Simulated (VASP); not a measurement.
# V2F3 (P-3m1) in VASP: a series of runs

The runs below take V2F3 through single point, relaxation of cell and atoms, with PBE.

Everything below comes from runs of VASP 6.6.1. Logs are shortened: lines on timing, memory, paths and dates and some standing lists are left out, and cuts for length are marked.

## 1. The cell of the first run

It takes space group P-3m1 (No. 164, trigonal). Conventional cell: a = 3.332 Å, b = 3.332 Å, c = 7.314 Å, α = 90.00°, β = 90.00°, γ = 120.00°. Within 2.8 Å of V (site symmetry 3m) lie 6 F at 2.12 to 2.43 Å. Within 3.2 Å of F (site symmetry -3m) lie 6 V at 2.43 Å and 6 F at 3.06 Å. Within 2.8 Å of F (site symmetry 3m) lie 3 V at 2.12 Å.

## 2. Single point, PBE, collinear spin, ferromagnetic start

Input file INCAR:

```
PREC = Accurate
ENCUT = 520
EDIFF = 1E-7
ISMEAR = 0
SIGMA = 0.1
LREAL = F
LASPH = T
NELM = 150
ALGO = Normal
ISIF = 2
LWAVE = F
LCHARG = F
ISPIN = 2
MAGMOM = 2.66 2.66 0 0 0
LORBIT = 11
LMAXMIX = 4
GGA = PE
NBANDS = 36
```

Input file KPOINTS:

```
regular mesh
0
Gamma
  6 6 4
```

Input file POSCAR:

```
V2F3
1.0
    3.3317976834      0.0000000000      0.0000000000
   -1.6658988417      2.8854214341      0.0000000000
    0.0000000000      0.0000000000      7.3141301059
V F
2 3
Direct
    0.3333333333      0.6666666667      0.2022769900
    0.6666666667      0.3333333333      0.7977230100
    0.0000000000      0.0000000000      0.0000000000
    0.3333333333      0.6666666667      0.6753871517
    0.6666666667      0.3333333333      0.3246128483
```

Potentials or basis: VASP PAW PBE potentials, release 64 (V_sv, F).

Run with:

```
$ cat potpaw_PBE.64/V_sv/POTCAR potpaw_PBE.64/F/POTCAR > POTCAR
$ mpirun -np 1 vasp_std > vasp.out
```

OUTCAR:

```text
PREC = Accurate
   ENCUT = 520
   EDIFF = 1E-7
   ISMEAR = 0
   LREAL = F
   LASPH = T
   NELM = 150
   ISIF = 2
   ISPIN = 2
   LORBIT = 11
   GGA = PE

 ion  position               nearest neighbor table
   1  0.333  0.667  0.202-   5 2.12   5 2.12   5 2.12
   2  0.667  0.333  0.798-   4 2.12   4 2.12   4 2.12
   3  0.000  0.000  0.000-
   4  0.333  0.667  0.675-   2 2.12   2 2.12   2 2.12
   5  0.667  0.333  0.325-   1 2.12   1 2.12   1 2.12

  LATTYP: Found a hexagonal cell.
 ALAT       =     3.3317976834
 C/A-ratio  =     2.1952503726

  Lattice vectors:

 A1 = (   3.3317976834,   0.0000000000,   0.0000000000)
 A2 = (  -1.6658988417,   2.8854214341,   0.0000000000)
 A3 = (   0.0000000000,   0.0000000000,   7.3141301059)

Analysis of symmetry for initial positions (statically):
=====================================================================
 Subroutine PRICEL returns:
 Original cell was already a primitive cell.

 Routine SETGRP: Setting up the symmetry group for a
 hexagonal supercell.

 Subroutine GETGRP returns: Found 12 space group operations
 (whereof 12 operations were pure point group operations)
 out of a pool of 24 trial point group operations.

The static configuration has the point symmetry D_3d.

Analysis of symmetry for dynamics (positions and initial velocities):
=====================================================================
 Subroutine PRICEL returns:
 Original cell was already a primitive cell.

 Routine SETGRP: Setting up the symmetry group for a
 hexagonal supercell.

 Subroutine GETGRP returns: Found 12 space group operations
 (whereof 12 operations were pure point group operations)
 out of a pool of 24 trial point group operations.

The dynamic configuration has the point symmetry D_3d.

Analysis of structural, dynamic, and magnetic symmetry:
=====================================================================
 Subroutine PRICEL returns:
 Original cell was already a primitive cell.

 Routine SETGRP: Setting up the symmetry group for a
 hexagonal supercell.

 Subroutine GETGRP returns: Found 12 space group operations
 (whereof 12 operations were pure point group operations)
 out of a pool of 24 trial point group operations.

The overall configuration has the point symmetry D_3d.

 Subroutine INISYM returns: Found 12 space group operations
 (whereof 12 operations are pure point group operations),
 and found     1 'primitive' translations

----------------------------------------------------------------------------------------

                                     Primitive cell

  volume of cell :      70.3154

  direct lattice vectors                    reciprocal lattice vectors
     3.331797683  0.000000000  0.000000000     0.300138272  0.173284912  0.000000000
    -1.665898842  2.885421434  0.000000000     0.000000000  0.346569824  0.000000000
     0.000000000  0.000000000  7.314130106     0.000000000  0.000000000  0.136721659

  length of vectors
     3.331797683  3.331797683  7.314130106     0.346569824  0.346569824  0.136721659

  position of ions in fractional coordinates (direct lattice)
     0.333333333  0.666666667  0.202276990
     0.666666667  0.333333333  0.797723010
     0.000000000  0.000000000  0.000000000
     0.333333333  0.666666667  0.675387152
     0.666666667  0.333333333  0.324612848

  ion indices of the primitive-cell ions
   primitive index   ion index
                 1           1
                 2           2
                 3           3
                 4           4
                 5           5

----------------------------------------------------------------------------------------

 KPOINTS: regular mesh

Automatic generation of k-mesh.
 Grid dimensions read from file:
 generate k-points for:    6    6    4

 Generating k-lattice:

  Cartesian coordinates                     Fractional coordinates (reciprocal lattice)
     0.050023045  0.028880819  0.000000000     0.166666667  0.000000000  0.000000000
     0.000000000  0.057761637  0.000000000     0.000000000  0.166666667  0.000000000
     0.000000000  0.000000000  0.034180415     0.000000000  0.000000000  0.250000000

  Length of vectors
     0.057761637  0.057761637  0.034180415

  Shift w.r.t. Gamma in fractional coordinates (k-lattice)
     0.000000000  0.000000000  0.000000000

 Subroutine IBZKPT returns following result:
 ===========================================

 Found     24 irreducible k-points:

 Following reciprocal coordinates:
            Coordinates               Weight
  0.000000  0.000000  0.000000      1.000000
  0.166667 -0.000000  0.000000      6.000000
  0.333333 -0.000000  0.000000      6.000000
  0.500000  0.000000  0.000000      3.000000
  0.166667  0.166667  0.000000      6.000000
  0.333333  0.166667  0.000000     12.000000
[... 16 lines left out ...]
  0.333333  0.166667  0.500000     12.000000
  0.333333  0.333333  0.500000      2.000000
   k-points           NKPTS =     24   k-points in BZ     NKDIM =     24   number of bands    NBANDS=     36
   number of dos      NEDOS =    301   number of ions     NIONS =      5
   total plane-waves  NPLWV =  42336
   dimension x,y,z NGX =    28 NGY =   28 NGZ =   54
   dimension x,y,z NGXF=    56 NGYF=   56 NGZF=  108
   ions per type =               2   3
   NGX,Y,Z   is equivalent  to a cutoff of  13.97, 13.97, 12.27 a.u.
   NGXF,Y,Z  is equivalent  to a cutoff of  27.94, 27.94, 24.55 a.u.
 SYSTEM =  unknown system
   PREC   = accura    normal or accurate (medium, high low for compatibility)
   ISTART =      0    job   : 0-new  1-cont  2-samecut
   ICHARG =      2    charge: 1-file 2-atom 10-const
   ISPIN  =      2    spin polarized calculation?
   LNONCOLLINEAR =      F non collinear calculations
   LSORBIT =      F    spin-orbit coupling
   LASPH  =      T    aspherical Exc in radial PAW
   ENCUT  =  520.0 eV  38.22 Ry    6.18 a.u.   6.19  6.19 13.60*2*pi/ulx,y,z
   NELM   =    150;   NELMIN=  2; NELMDL= -5     # of ELM steps
   EDIFF  = 0.1E-06   stopping-criterion for ELM
   LREAL  =      F    real-space projection
   EDIFFG = 0.1E-05   stopping-criterion for IOM
   NSW    =      0    number of steps for IOM
   IBRION =     -1    ionic relax: 0-MD 1-quasi-New 2-CG
   NFREE  =      0    steps in history (QN), initial steepest desc. (CG)
   ISIF   =      2    stress and relaxation
   ISYM   =      2    0-nonsym 1-usesym 2-fastsym
   POTIM  = 0.5000    time-step for ionic-motion
   TEBEG  =    0.0;   TEEND  =   0.0 temperature during run
   PSTRESS=    0.0 pullay stress
   NELECT =      47.0000    total number of electrons
   NUPDOWN=      -1.0000    fix difference up-down
   EMIN   =  10.00;   EMAX   =-10.00  energy-range for DOS
   EFERMI =   0.00;   METHOD = LEGACY
   ISMEAR =     0;   SIGMA  =   0.10  broadening in eV -4-tet -1-fermi 0-gaus
   EFERMI_NEDOS =   21; number of points for ismear=-14 and -15
   IALGO  =     38    algorithm
   IMIX   =      4    mixing-type and parameters
     AMIX     =   0.40;   BMIX     =  1.00
     AMIX_MAG =   1.60;   BMIX_MAG =  1.00
  volume/ion in A,a.u.               =      14.06        94.90
  Fermi-wavevector in a.u.,A,eV,Ry     =   1.431388  2.704930 27.876577  2.048871
  Thomas-Fermi vector in A             =   2.551130
   LORBIT       =     11    0 simple, 1 ext, 2 COOP (PROOUT), +10 PAW based schemes
   GGA     = PE    functional components
   LHFCALC =     F    Hartree Fock is set to
   AEXX    =    0.0000 exact exchange contribution
   IVDW    =     0    specifies the selected vdW correction
   LEPSILON=     F    determine dielectric tensor
   LRPA    =     F    only Hartree local field effects (RPA)
 spin polarized calculation
 Gauss-broadening in eV      SIGMA  =   0.10
  energy-cutoff  :      520.00
  volume of cell :       70.32
 maximum number of plane-waves:      1916
 NGX is ok and might be reduce to    28
   NGX = 13   NGY = 13   NGZ = 27

 number of electron      46.9999976 magnetization       6.9616701

 Free energy of the ion-electron system (eV)
  ---------------------------------------------------
  ext. energy  EPLUGINS =         0.00000000
  ---------------------------------------------------
  free energy    TOTEN  =       -31.58416149 eV

  energy without entropy =      -31.58217338  energy(sigma->0) =      -31.58316744

 E-fermi :   5.5965     XC(G=0):  -9.8772

 val. band max:        5.5627692397   @ k =   0.3333   0.3333   0.0000
 cond. band min:       5.8958574477   @ k =   0.0000   0.0000   0.5000
 fundamental gap:      0.3330882081
 Fermi energy:         5.5965275427

 spin component 1

 k-point     1 :       0.0000    0.0000    0.0000
  band No.  band energies     occupation
      1     -59.8033      1.00000
      2     -59.8007      1.00000
      3     -33.7258      1.00000
      4     -33.7258      1.00000
      5     -33.7229      1.00000
      6     -33.7229      1.00000
[... 901 lines left out ...]
     34      12.1624      0.00000
     35      12.2771      0.00000
 Fermi energy:         5.5965275427

 spin component 2

 k-point     1 :       0.0000    0.0000    0.0000
  band No.  band energies     occupation
      1     -56.9461      1.00000
      2     -56.9433      1.00000
      3     -30.9464      1.00000
      4     -30.9464      1.00000
      5     -30.9436      1.00000
      6     -30.9436      1.00000
[... 901 lines left out ...]
     34      13.4904      0.00000
     35      13.6094      0.00000
 [bands above 35 left out]

------------------------ aborting loop because EDIFF is reached ----------------------------------------

  FORCE on cell =-STRESS in cart. coord.  units (eV):
  Direction    XX          YY          ZZ          XY          YZ          ZX
  --------------------------------------------------------------------------------------
  -------------------------------------------------------------------------------------
  Total        0.0321225      0.0321225      0.0417010      0.0000000     -0.0000000     -0.0000000
  in kB        0.7319302      0.7319302      0.9501824      0.0000000     -0.0000000     -0.0000000
  external PRESSURE =       0.8046810 kB  Pullay stress =       0.0000000 kB

 VOLUME and BASIS-vectors are now :
 -----------------------------------------------------------------------------
  energy-cutoff  :      520.00
  volume of cell :       70.32
      direct lattice vectors                 reciprocal lattice vectors
     3.331797683  0.000000000  0.000000000     0.300138272  0.173284912  0.000000000
    -1.665898842  2.885421434  0.000000000     0.000000000  0.346569824  0.000000000
     0.000000000  0.000000000  7.314130106     0.000000000  0.000000000  0.136721659

 POSITION                                       TOTAL-FORCE (eV/Angst)
 -----------------------------------------------------------------------------------
     -0.00000      1.92361      1.47948         0.000000      0.000000     -0.018556
      1.66590      0.96181      5.83465         0.000000      0.000000      0.018556
      0.00000      0.00000      0.00000        -0.000000      0.000000      0.000000
     -0.00000      1.92361      4.93987        -0.000000     -0.000000     -0.030907
      1.66590      0.96181      2.37426         0.000000      0.000000      0.030907
 -----------------------------------------------------------------------------------
    total drift:                                0.000000      0.000000     -0.000000

  FREE ENERGIE OF THE ION-ELECTRON SYSTEM (eV)
  ---------------------------------------------------
  free  energy   TOTEN  =       -31.5841614928 eV

  energy  without entropy=      -31.5821733801  energy(sigma->0) =      -31.58316744

 total charge

# of ion       s       p       d       tot
------------------------------------------
    1        2.127   6.066   3.139  11.332
    2        2.127   6.066   3.139  11.332
    3        1.762   4.293   0.000   6.055
    4        1.736   4.352   0.000   6.088
    5        1.736   4.352   0.000   6.088
--------------------------------------------------
tot          9.486  25.131   6.278  40.895

 magnetization (x)

# of ion       s       p       d       tot
------------------------------------------
    1        0.041   0.026   2.859   2.927
    2        0.041   0.026   2.859   2.927
    3        0.034   0.029   0.000   0.062
    4        0.003   0.030   0.000   0.033
    5        0.003   0.030   0.000   0.033
--------------------------------------------------
tot          0.122   0.139   5.719   5.981
```

It took 77 s on 1 thread of Intel Xeon 6975P-C (Granite Rapids), shared host; peak memory 0.26 GiB.

What came out:

```
Free energy                                           : -31.5842 eV
Pressure                                              : 0.1 GPa
Largest force                                         : 0.031 eV/Å
Band gap on the k mesh                                : zero (filled and empty bands overlap)
Net moment                                            : 6.96 μB per cell
Site moments                                          : V +2.93; F +0.06, +0.03 (each value once) μB
Valence electrons inside the program's atomic spheres : V 11.33; F 6.05, 6.09 (each value once)
```

Forces on the atoms (eV/Å):
```
V    0.000  0.000 -0.019
V    0.000  0.000  0.019
F    0.000  0.000  0.000
F    0.000  0.000 -0.031
F    0.000  0.000  0.031
```

Levels at points of the mesh, in eV from the Fermi level:
Spin up:
```csv
k point,band 25,band 26,band 27,band 28,band 29,band 30
"(0.00, 0.00, 0.00)",-0.84,-0.81,-0.65,0.65,0.65,1.09
"(0.50, 0.00, 0.00)",-0.52,-0.39,-0.36,0.65,0.74,1.07
"(0.00, 0.00, 0.50)",-0.86,-0.62,-0.55,0.55,0.64,0.64
"(0.50, 0.00, 0.50)",-0.51,-0.40,-0.34,0.68,0.74,1.07
```
Spin down:
| k point | band 18 | band 19 | band 20 | band 21 | band 22 | band 23 |
| --- | --- | --- | --- | --- | --- | --- |
| (0.00, 0.00, 0.00) | -7.06 | -7.06 | -6.67 | -0.33 | 1.89 | 1.89 |
| (0.50, 0.00, 0.00) | -7.49 | -7.07 | -7.06 | 0.96 | 1.44 | 1.69 |
| (0.00, 0.00, 0.50) | -7.20 | -7.08 | -7.08 | 0.30 | 1.43 | 1.90 |
| (0.50, 0.00, 0.50) | -7.47 | -7.32 | -6.89 | 1.04 | 1.44 | 1.63 |

Caveat: the k points lie up to 0.36 Å⁻¹ apart; semilocal functionals often make such compounds metallic where correlation or magnetic order opens a gap, which also shifts bond lengths. With open d or f shells a metallic result of PBE can be an artefact of self-interaction; +U or a hybrid may open a gap.

## 3. Relaxation of cell and atoms, PBE, collinear spin, ferromagnetic start

This run uses another cell than the first one, of 11.27 Å³/atom.

Input file INCAR:

```
SYSTEM = V2F3
  PREC = Accurate
  ENCUT = 600
  EDIFF = 1E-7
  ISMEAR = 0
  SIGMA = 0.1
  LREAL = .FALSE.
  LASPH = .TRUE.
  NELM = 150
  ALGO = Normal
  ISIF = 3
  LWAVE = .FALSE.
  LCHARG = .FALSE.
  ISPIN = 2
  MAGMOM = 2.66 2.66 0 0 0
  LORBIT = 11
  LMAXMIX = 4
  GGA = PE
  IBRION = 2
  NSW = 90
  EDIFFG = -0.04
```

Input file KPOINTS:

```
Automatic mesh
0
G
  6 6 4
  0 0 0
```

Input file POSCAR:

```
V2F3
1.0
    3.4711383656      0.0000000000      0.0000000000
   -1.7355691828      3.0060940047      0.0000000000
    0.0000000000      0.0000000000      5.4005274572
V F
2 3
Direct
    0.3333333333      0.6666666667      0.2450000000
    0.6666666667      0.3333333333      0.7550000000
    0.0000000000      0.0000000000      0.0000000000
    0.3333333333      0.6666666667      0.6450000000
    0.6666666667      0.3333333333      0.3550000000
```

Potentials or basis: VASP PAW PBE potentials, release 64 (V_sv, F).

Run with:

```
$ cat potpaw_PBE.64/V_sv/POTCAR potpaw_PBE.64/F/POTCAR > POTCAR
$ mpirun -np 1 vasp_std > vasp.out
```

Wall time 6.5 min (1 thread of Intel Xeon 6975P-C (Granite Rapids), shared host); peak memory 0.26 GiB.

Results (log left out):

* Free energy: -31.4796 eV
* Relaxed volume: 13.14 Å³/atom
* Relaxed cell: a = 3.398 Å, b = 3.398 Å, c = 6.571 Å, α = 90.00°, β = 90.00°, γ = 120.00°
* Space group after relaxing (to 0.1 Å): P-3m1 (No. 164)
* Energy gained by relaxing: 181.5 meV/atom
* Ionic steps: 9
* Pressure after relaxing: 0.1 GPa
* Largest force after relaxing: 0.016 eV/Å
* Band gap on the k mesh: zero (filled and empty bands overlap)
* Net moment: 6.96 μB per cell
* Site moments: V +2.94; F +0.06, +0.03 (each value once) μB
* Valence electrons inside the program's atomic spheres: V 11.33; F 6.07, 6.10 (each value once)

Forces in eV/Å, atoms in the order of the input:
```
V    0.000  0.000 -0.016
V    0.000  0.000  0.016
F    0.000  0.000  0.000
F    0.000  0.000 -0.006
F    0.000  0.000  0.006
```

Stress tensor (GPa, compression positive):
```
 0.22  0.00  0.00
 0.00  0.22  0.00
 0.00  0.00 -0.24
```

The path:
| step | energy change (eV) | largest force (eV/Å) | pressure (GPa) | volume (Å³) |
| --- | --- | --- | --- | --- |
| 1 | 0.0000 | 2.1137 | 17.43 | 56.35 |
| 2 | -0.6517 | 0.2827 | -3.43 | 66.94 |
| 3 | -0.6571 | 0.3988 | -2.11 | 65.86 |
| 4 | -0.7480 | 0.2178 | -0.91 | 64.96 |
| 5 | -0.8407 | 0.1763 | 2.98 | 62.84 |
| 6 | -0.8940 | 0.1963 | 0.07 | 65.14 |
| 7 | -0.8985 | 0.2005 | -1.21 | 66.21 |
| 8 | -0.8987 | 0.2000 | -1.00 | 66.03 |
| 9 | -0.9076 | 0.0158 | 0.07 | 65.71 |

Final structure:
```yaml
crystal:
  lattice:
    - [3.39819, 0.00000, 0.00000]
    - [-1.69910, 2.94292, 0.00000]
    - [0.00000, 0.00000, 6.57073]
  atoms:
    - { symbol: V, position: [0.33333, 0.66667, 0.21350] }
    - { symbol: V, position: [0.66667, 0.33333, 0.78650] }
    - { symbol: F, position: [0.00000, 0.00000, 0.00000] }
    - { symbol: F, position: [0.33333, 0.66667, 0.65900] }
    - { symbol: F, position: [0.66667, 0.33333, 0.34100] }
```

Levels at points of the mesh, in eV from the Fermi level:
Spin up:
| k point | band 23 | band 24 | band 25 | band 26 | band 27 | band 28 | band 29 | band 30 | band 31 |
| --- | --- | --- | --- | --- | --- | --- | --- | --- | --- |
| (0.00, 0.00, 0.00) | -1.36 | -0.83 | -0.83 | -0.74 | -0.69 | 0.59 | 0.59 | 1.03 | 1.03 |
| (0.50, 0.00, 0.00) | -0.78 | -0.70 | -0.63 | -0.50 | -0.41 | 0.55 | 0.60 | 0.96 | 3.68 |
| (0.00, 0.00, 0.50) | -1.30 | -0.89 | -0.89 | -0.44 | -0.44 | 0.55 | 0.55 | 0.64 | 1.09 |
| (0.50, 0.00, 0.50) | -0.85 | -0.75 | -0.58 | -0.53 | -0.34 | 0.60 | 0.63 | 0.94 | 3.62 |
Spin down:
| k point | band 18 | band 19 | band 20 | band 21 | band 22 | band 23 |
| --- | --- | --- | --- | --- | --- | --- |
| (0.00, 0.00, 0.00) | -7.22 | -7.22 | -6.58 | -0.42 | 1.71 | 1.71 |
| (0.50, 0.00, 0.00) | -7.50 | -7.07 | -7.04 | 0.88 | 1.39 | 1.68 |
| (0.00, 0.00, 0.50) | -7.31 | -7.31 | -7.15 | 0.47 | 1.56 | 1.75 |
| (0.50, 0.00, 0.50) | -7.49 | -7.45 | -6.84 | 1.08 | 1.42 | 1.60 |

Caveat: the volume moved by over 15 % at a fixed basis, so the end points are rough; semilocal functionals often make such compounds metallic where correlation or magnetic order opens a gap, which also shifts bond lengths. With open d or f shells a metallic result of PBE can be an artefact of self-interaction; +U or a hybrid may open a gap.

The gap in the log of VASP goes by the Fermi energy; the results here count the filled bands.